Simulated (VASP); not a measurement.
# B (Pm-3n) in VASP: a series of runs

The runs below take B through single point, relaxation of cell and atoms, with LDA.

Program: VASP 6.6.1. These are calculated values, not measurements. Logs are shortened: lines on timing, memory, paths and dates and some standing lists are left out, and cuts for length are marked.

### 1 The cell of the first run

The structure is cubic, space group Pm-3n (No. 223). The conventional cell has a = 3.623 Å, b = 3.623 Å, c = 3.623 Å, α = 90.00°, β = 90.00°, γ = 90.00°. B (site symmetry m-3) has 12 B at 2.03 Å within 2.7 Å. B (site symmetry -4m2) has 14 B at 1.81 to 2.22 Å within 2.4 Å.

### 2 Single point, LDA

File INCAR:

```
SYSTEM = B
  PREC = Accurate
  ENCUT = 520
  EDIFF = 1E-7
  ISMEAR = -1
  SIGMA = 0.1
  LREAL = .False.
  LASPH = .True.
  NELM = 80
  ALGO = Normal
  ISIF = 2
  LWAVE = .False.
  LCHARG = .False.
  NBANDS = 22
```

File KPOINTS:

```
regular mesh
0
Gamma
  7 7 7
  0 0 0
```

File POSCAR:

```
B
1.0
    3.6228021024      0.0000000000      0.0000000000
    0.0000000000      3.6228021024      0.0000000000
    0.0000000000      0.0000000000      3.6228021024
B
8
Direct
    0.0000000000      1.0000000000      1.0000000000
    0.5000000000      0.5000000000      0.5000000000
    0.2500000000      0.0000000000      0.5000000000
    0.7500000000      0.0000000000      0.5000000000
    0.5000000000      0.2500000000      1.0000000000
    0.5000000000      0.7500000000      1.0000000000
    1.0000000000      0.5000000000      0.2500000000
    1.0000000000      0.5000000000      0.7500000000
```

Potentials or basis: VASP PAW LDA potentials, release 64 (B).

Command:

```console
> cat potpaw_LDA.64/B/POTCAR > POTCAR
> mpirun -np 1 vasp_std > vasp.out
```

OUTCAR:

```text
SYSTEM = B
   PREC = Accurate
   ENCUT = 520
   EDIFF = 1E-7
   ISMEAR = -1
   LREAL = .False.
   LASPH = .True.
   NELM = 80
   ISIF = 2

 ion  position               nearest neighbor table
   1  0.000  0.000  0.000-   3 2.03   4 2.03   5 2.03   6 2.03   7 2.03   8 2.03   3 2.03   4 2.03
                             7 2.03   8 2.03   5 2.03   6 2.03
   2  0.500  0.500  0.500-   3 2.03   4 2.03   5 2.03   6 2.03   7 2.03   8 2.03   5 2.03   6 2.03
                             3 2.03   4 2.03   7 2.03   8 2.03
   3  0.250  0.000  0.500-   4 1.81   4 1.81   1 2.03   1 2.03   2 2.03   2 2.03
   4  0.750  0.000  0.500-   3 1.81   3 1.81   1 2.03   1 2.03   2 2.03   2 2.03
   5  0.500  0.250  0.000-   6 1.81   6 1.81   1 2.03   2 2.03   2 2.03   1 2.03
   6  0.500  0.750  0.000-   5 1.81   5 1.81   1 2.03   2 2.03   2 2.03   1 2.03
   7  0.000  0.500  0.250-   8 1.81   8 1.81   1 2.03   2 2.03   1 2.03   2 2.03
   8  0.000  0.500  0.750-   7 1.81   7 1.81   1 2.03   2 2.03   1 2.03   2 2.03

  LATTYP: Found a simple cubic cell.
 ALAT       =     3.6228021024

  Lattice vectors:

 A1 = (   3.6228021024,   0.0000000000,   0.0000000000)
 A2 = (   0.0000000000,   3.6228021024,   0.0000000000)
 A3 = (   0.0000000000,   0.0000000000,   3.6228021024)

Analysis of symmetry for initial positions (statically):
=====================================================================
 Subroutine PRICEL returns:
 Original cell was already a primitive cell.

 Routine SETGRP: Setting up the symmetry group for a
 simple cubic supercell.

 Subroutine GETGRP returns: Found 48 space group operations
 (whereof 24 operations were pure point group operations)
 out of a pool of 48 trial point group operations.

The static configuration has the point symmetry T_h .
 The point group associated with its full space group is O_h .

Analysis of symmetry for dynamics (positions and initial velocities):
=====================================================================
 Subroutine PRICEL returns:
 Original cell was already a primitive cell.

 Routine SETGRP: Setting up the symmetry group for a
 simple cubic supercell.

 Subroutine GETGRP returns: Found 48 space group operations
 (whereof 24 operations were pure point group operations)
 out of a pool of 48 trial point group operations.

The dynamic configuration has the point symmetry T_h .
 The point group associated with its full space group is O_h .

 Subroutine INISYM returns: Found 48 space group operations
 (whereof 24 operations are pure point group operations),
 and found     1 'primitive' translations

----------------------------------------------------------------------------------------

                                     Primitive cell

  volume of cell :      47.5482

  direct lattice vectors                    reciprocal lattice vectors
     3.622802102  0.000000000  0.000000000     0.276029430  0.000000000  0.000000000
     0.000000000  3.622802102  0.000000000     0.000000000  0.276029430  0.000000000
     0.000000000  0.000000000  3.622802102     0.000000000  0.000000000  0.276029430

  length of vectors
     3.622802102  3.622802102  3.622802102     0.276029430  0.276029430  0.276029430

  position of ions in fractional coordinates (direct lattice)
     0.000000000  0.000000000  0.000000000
     0.500000000  0.500000000  0.500000000
     0.250000000  0.000000000  0.500000000
     0.750000000  0.000000000  0.500000000
     0.500000000  0.250000000  0.000000000
     0.500000000  0.750000000  0.000000000
     0.000000000  0.500000000  0.250000000
     0.000000000  0.500000000  0.750000000

  ion indices of the primitive-cell ions
   primitive index   ion index
                 1           1
                 2           2
                 3           3
                 4           4
                 5           5
                 6           6
                 7           7
                 8           8

----------------------------------------------------------------------------------------

 KPOINTS: regular mesh

Automatic generation of k-mesh.
 Grid dimensions read from file:
 generate k-points for:    7    7    7

 Generating k-lattice:

  Cartesian coordinates                     Fractional coordinates (reciprocal lattice)
     0.039432776  0.000000000  0.000000000     0.142857143  0.000000000  0.000000000
     0.000000000  0.039432776  0.000000000     0.000000000  0.142857143  0.000000000
     0.000000000  0.000000000  0.039432776     0.000000000  0.000000000  0.142857143

  Length of vectors
     0.039432776  0.039432776  0.039432776

  Shift w.r.t. Gamma in fractional coordinates (k-lattice)
     0.000000000  0.000000000  0.000000000

 Subroutine IBZKPT returns following result:
 ===========================================

 Found     20 irreducible k-points:

 Following reciprocal coordinates:
            Coordinates               Weight
  0.000000  0.000000  0.000000      1.000000
  0.142857  0.000000  0.000000      6.000000
  0.285714  0.000000  0.000000      6.000000
  0.428571  0.000000  0.000000      6.000000
  0.142857  0.142857  0.000000     12.000000
  0.285714  0.142857  0.000000     24.000000
[... 12 lines left out ...]
  0.428571  0.428571  0.285714     24.000000
  0.428571  0.428571  0.428571      8.000000
   k-points           NKPTS =     20   k-points in BZ     NKDIM =     20   number of bands    NBANDS=     22
   number of dos      NEDOS =    301   number of ions     NIONS =      8
   total plane-waves  NPLWV =  21952
   dimension x,y,z NGX =    28 NGY =   28 NGZ =   28
   dimension x,y,z NGXF=    56 NGYF=   56 NGZF=   56
   ions per type =               8
   NGX,Y,Z   is equivalent  to a cutoff of  12.85, 12.85, 12.85 a.u.
   NGXF,Y,Z  is equivalent  to a cutoff of  25.70, 25.70, 25.70 a.u.
 SYSTEM =  B
   PREC   = accura    normal or accurate (medium, high low for compatibility)
   ISTART =      0    job   : 0-new  1-cont  2-samecut
   ICHARG =      2    charge: 1-file 2-atom 10-const
   ISPIN  =      1    spin polarized calculation?
   LNONCOLLINEAR =      F non collinear calculations
   LSORBIT =      F    spin-orbit coupling
   LASPH  =      T    aspherical Exc in radial PAW
   ENCUT  =  520.0 eV  38.22 Ry    6.18 a.u.   6.74  6.74  6.74*2*pi/ulx,y,z
   NELM   =     80;   NELMIN=  2; NELMDL= -5     # of ELM steps
   EDIFF  = 0.1E-06   stopping-criterion for ELM
   LREAL  =      F    real-space projection
   EDIFFG = 0.1E-05   stopping-criterion for IOM
   NSW    =      0    number of steps for IOM
   IBRION =     -1    ionic relax: 0-MD 1-quasi-New 2-CG
   NFREE  =      0    steps in history (QN), initial steepest desc. (CG)
   ISIF   =      2    stress and relaxation
   ISYM   =      2    0-nonsym 1-usesym 2-fastsym
   POTIM  = 0.5000    time-step for ionic-motion
   TEBEG  =    0.0;   TEEND  =   0.0 temperature during run
   PSTRESS=    0.0 pullay stress
   NELECT =      24.0000    total number of electrons
   NUPDOWN=      -1.0000    fix difference up-down
   EMIN   =  10.00;   EMAX   =-10.00  energy-range for DOS
   EFERMI =   0.00;   METHOD = LEGACY
   ISMEAR =    -1;   SIGMA  =   0.10  broadening in eV -4-tet -1-fermi 0-gaus
   EFERMI_NEDOS =   21; number of points for ismear=-14 and -15
   IALGO  =     38    algorithm
   IMIX   =      4    mixing-type and parameters
     AMIX     =   0.40;   BMIX     =  1.00
     AMIX_MAG =   1.60;   BMIX_MAG =  1.00
  volume/ion in A,a.u.               =       5.94        40.11
  Fermi-wavevector in a.u.,A,eV,Ry     =   1.303469  2.463199 23.116718  1.699031
  Thomas-Fermi vector in A             =   2.434469
   LORBIT       =      0    0 simple, 1 ext, 2 COOP (PROOUT), +10 PAW based schemes
   GGA     = CA    functional components
   LHFCALC =     F    Hartree Fock is set to
   AEXX    =    0.0000 exact exchange contribution
   IVDW    =     0    specifies the selected vdW correction
   LEPSILON=     F    determine dielectric tensor
   LRPA    =     F    only Hartree local field effects (RPA)
 non-spin polarized calculation
  energy-cutoff  :      520.00
  volume of cell :       47.55
 maximum number of plane-waves:      1309
 NGX is ok and might be reduce to    28
   NGX = 13   NGY = 13   NGZ = 13

 number of electron      24.0000001 magnetization

 Free energy of the ion-electron system (eV)
  ---------------------------------------------------
  ext. energy  EPLUGINS =         0.00000000
  ---------------------------------------------------
  free energy    TOTEN  =       -47.41353661 eV

  energy without entropy =      -47.35216711  energy(sigma->0) =      -47.38285186

 E-fermi :  10.7263     XC(G=0): -12.9835

 val. band max:       10.7140011853   @ k =   0.4286   0.4286   0.1429
 cond. band min:      10.8194670323   @ k =   0.2857   0.2857   0.0000
 fundamental gap:      0.1054658470
 Fermi energy:        10.7262806245

 k-point     1 :       0.0000    0.0000    0.0000
  band No.  band energies     occupation
      1      -8.2879      2.00000
      2       0.0831      2.00000
      3       0.0831      2.00000
      4       0.0831      2.00000
      5       1.0167      2.00000
      6       1.0167      2.00000
[... 14 lines left out ...]
     21      17.1142      0.00000
     22      17.1142      0.00000

 k-point     2 :       0.1429    0.0000    0.0000
  band No.  band energies     occupation
      1      -8.1036      2.00000
      2      -1.7564      2.00000
      3       0.2707      2.00000
      4       0.2707      2.00000
      5       1.1319      2.00000
      6       1.1801      2.00000
[... 14 lines left out ...]
     21      16.4560      0.00000
     22      16.6028      0.00000
[... 423 lines left out ...]
     21      17.4567      0.00000
     22      17.8387      0.00000

 k-point    20 :       0.4286    0.4286    0.4286
  band No.  band energies     occupation
      1      -3.3303      2.00000
      2      -2.0859      2.00000
      3      -2.0859      2.00000
      4      -2.0249      2.00000
      5      -0.8523      2.00000
      6      -0.8523      2.00000
[... 14 lines left out ...]
     21      17.3175      0.00000
     22      17.3175      0.00000

------------------------ aborting loop because EDIFF is reached ----------------------------------------

  FORCE on cell =-STRESS in cart. coord.  units (eV):
  Direction    XX          YY          ZZ          XY          YZ          ZX
  --------------------------------------------------------------------------------------
  -------------------------------------------------------------------------------------
  Total        0.0848472      0.0848472      0.0848472      0.0000000      0.0000000     -0.0000000
  in kB        2.8590009      2.8590009      2.8590009      0.0000000      0.0000000     -0.0000000
  external PRESSURE =       2.8590009 kB  Pullay stress =       0.0000000 kB

 VOLUME and BASIS-vectors are now :
 -----------------------------------------------------------------------------
  energy-cutoff  :      520.00
  volume of cell :       47.55
      direct lattice vectors                 reciprocal lattice vectors
     3.622802102  0.000000000  0.000000000     0.276029430  0.000000000  0.000000000
     0.000000000  3.622802102  0.000000000     0.000000000  0.276029430  0.000000000
     0.000000000  0.000000000  3.622802102     0.000000000  0.000000000  0.276029430

 POSITION                                       TOTAL-FORCE (eV/Angst)
 -----------------------------------------------------------------------------------
      0.00000      0.00000      0.00000        -0.000000      0.000000     -0.000000
      1.81140      1.81140      1.81140        -0.000000      0.000000     -0.000000
      0.90570      0.00000      1.81140        -0.000000      0.000000     -0.000000
      2.71710      0.00000      1.81140         0.000000     -0.000000      0.000000
      1.81140      0.90570      0.00000        -0.000000      0.000000      0.000000
      1.81140      2.71710      0.00000         0.000000     -0.000000     -0.000000
      0.00000      1.81140      0.90570        -0.000000     -0.000000      0.000000
      0.00000      1.81140      2.71710         0.000000      0.000000     -0.000000
 -----------------------------------------------------------------------------------
    total drift:                                0.000000      0.000000     -0.000000

  FREE ENERGIE OF THE ION-ELECTRON SYSTEM (eV)
  ---------------------------------------------------
  free  energy   TOTEN  =       -47.4135366073 eV

  energy  without entropy=      -47.3521671065  energy(sigma->0) =      -47.38285186
```

It took 7 s on 1 thread of Intel Xeon 6975P-C (Granite Rapids), shared host; peak memory 0.13 GiB.

What came out:

- Free energy: -47.4135 eV
- Pressure: 0.3 GPa
- Band gap on the k mesh: zero (band 12 reaches 13.84 eV, above the bottom of band 13 at 10.02 eV)

Levels at points of the mesh, in eV from the Fermi level:
```tsv
k point	band 9	band 10	band 11	band 12	band 13	band 14	band 15	band 16
(0.00, 0.00, 0.00)	-2.68	-2.68	-2.23	-2.23	-0.32	-0.32	-0.32	2.30
```

### 3 Single point, LDA

File INCAR:

```
  ALGO = Normal
  EDIFF = 1E-7
  ENCUT = 520
  ISIF = 2
  ISMEAR = -1
  LASPH = T
  LCHARG = T
  LELF = T
  LREAL = F
  LVHAR = T
  LWAVE = F
  NBANDS = 22
  NELM = 60
  PREC = Accurate
  SIGMA = 0.1
```

File KPOINTS:

```
k-points
0
Gamma
  9 9 9
```

POSCAR is that of step 2.

Potentials or basis: VASP PAW LDA potentials, release 64 (B).

Command:

```console
> cat potpaw_LDA.64/B/POTCAR > POTCAR
> mpirun -np 1 vasp_std > vasp.out
```

Run time: 12 s. Hardware: 1 thread of Intel Xeon 6975P-C (Granite Rapids), shared host; peak memory 0.14 GiB.

The run converged. Its results:

```
Free energy            : -47.4091 eV
Pressure               : 0.0 GPa
Band gap on the k mesh : zero (band 12 reaches 14.17 eV, above the bottom of band 13 at 9.66 eV)
```

Levels at points of the mesh, in eV from the Fermi level:
| k point | band 9 | band 10 | band 11 | band 12 | band 13 | band 14 | band 15 | band 16 |
| --- | --- | --- | --- | --- | --- | --- | --- | --- |
| (0.00, 0.00, 0.00) | -2.67 | -2.67 | -2.21 | -2.21 | -0.31 | -0.31 | -0.31 | 2.31 |

### 4 Relaxation of cell and atoms, LDA

This run uses another cell than the first one, of 6.55 Å³/atom, 1.103 times its volume.

File INCAR:

```
SYSTEM = B
ALGO = Normal
EDIFF = 1E-6
EDIFFG = -0.01
ENCUT = 600
GGA = CA
IBRION = 2
ISIF = 3
ISMEAR = -1
LASPH = .TRUE.
LCHARG = .FALSE.
LREAL = .FALSE.
LWAVE = .FALSE.
NELM = 100
NSW = 80
PREC = Accurate
SIGMA = 0.1
```

File KPOINTS:

```
k-points
0
G
  7 7 7
  0 0 0
```

File POSCAR:

```
B
1.0
    3.7428346132      0.0000000000      0.0000000000
    0.0000000000      3.7428346132      0.0000000000
    0.0000000000      0.0000000000      3.7428346132
B
8
Direct
    0.0000000000      0.0000000000      0.0000000000
    0.5000000000      0.5000000000      0.5000000000
    0.2500000000      0.0000000000      0.5000000000
    0.7500000000      0.0000000000      0.5000000000
    0.5000000000      0.2500000000      0.0000000000
    0.5000000000      0.7500000000      0.0000000000
    0.0000000000      0.5000000000      0.2500000000
    0.0000000000      0.5000000000      0.7500000000
```

Command:

```console
> cat potpaw_LDA.64/B/POTCAR > POTCAR
> mpirun -np 1 vasp_std > vasp.out
```

It took 18 s on 1 thread of Intel Xeon 6975P-C (Granite Rapids), shared host; peak memory 0.14 GiB.

The run converged. Its results:

```
Free energy                            : -47.4238 eV
Relaxed volume                         : 5.95 Å³/atom
Relaxed cell                           : a = 3.624 Å, b = 3.624 Å, c = 3.624 Å, α = 90.00°, β = 90.00°, γ = 90.00°
Space group after relaxing (to 0.05 Å) : Pm-3n (No. 223)
Energy gained by relaxing              : 42.6 meV/atom
Ionic steps                            : 3
Pressure after relaxing                : 0.1 GPa
Band gap on the k mesh                 : zero (band 12 reaches 13.83 eV, above the bottom of band 13 at 10.01 eV)
```

Step by step:
```tsv
step	energy change (eV)	largest force (eV/Å)	pressure (GPa)	volume (Å³)
1	0.0000	0.0000	-20.88	52.43
2	-0.3066	0.0000	8.07	46.22
3	-0.3406	0.0000	0.05	47.59
```

Final structure:
```
B
1.0
     3.62375    0.00000    0.00000
     0.00000    3.62375    0.00000
     0.00000    0.00000    3.62375
B
8
Cartesian
  0.0000 0.0000 0.0000
  1.8119 1.8119 1.8119
  0.9059 0.0000 1.8119
  2.7178 0.0000 1.8119
  1.8119 0.9059 0.0000
  1.8119 2.7178 0.0000
  0.0000 1.8119 0.9059
  0.0000 1.8119 2.7178
```

Levels at points of the mesh, in eV from the Fermi level:
```
           k point  band 10  band 11  band 12  band 13  band 14  band 15
(0.00, 0.00, 0.00)    -2.68    -2.23    -2.23    -0.32    -0.32    -0.32
```

### 5 The runs side by side

```tsv
task	cell	k mesh	cutoff (eV)	gap on the mesh (eV)	pressure (GPa)
single point	a = 3.623 Å, 8 atoms	7 × 7 × 7	520	none	0.3
single point	a = 3.623 Å, 8 atoms	9 × 9 × 9	520	none	0.0
relaxation of cell and atoms	relaxed from a = 3.743 Å, 8 atoms	7 × 7 × 7	600	none	0.1
```

Alike in all rows: level LDA; potentials or basis VASP PAW LDA potentials, release 64 (B); no spin polarisation; smearing fermi-dirac 0.1 eV.

Absolute energies hang on the potentials; compare differences alone.
